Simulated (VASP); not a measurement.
Crystal: Si2Ni.

```
Si Ni
1.0
     0.00000    2.87763    2.87763
     2.87763    0.00000    2.87763
     2.87763    2.87763    0.00000
Si Ni
2 1
Direct
  0.25000 0.25000 0.25000
  0.75000 0.75000 0.75000
  0.00000 0.00000 0.00000
```

Base run:

| Item | Value |
| --- | --- |
| Program | VASP 6.6.1 |
| Functional | PBE |
| Potentials or basis | VASP PAW PBE potentials, release 64 (Si, Ni) |
| Cutoff | 520 eV |
| k mesh | 14 × 14 × 14 |
| Occupations | gaussian, width 0.15 eV |
| Spin | collinear spin, ferromagnetic start |
| Starting moments | [0.0, 0.0, 0.625] μB |
| Fixed moment | 0.625 μB |

Its results: pressure -15.3 GPa; site moments Si +0.07; Ni +0.31 μB.

Problem. The run is repeated on the same cell with these changes: fixed moment from 0.625 μB to 0.25 μB; moments at the start from [0.0, 0.0, 0.62] to [0.0, 0.0, 0.25]. What comes out?

Solution. Pressure -16.1 GPa; site moments Si +0.03; Ni +0.13 μB.

Caveats: the cell stands under tension; the total moment is fixed, so each spin has its own Fermi level and the state may be an excited one.
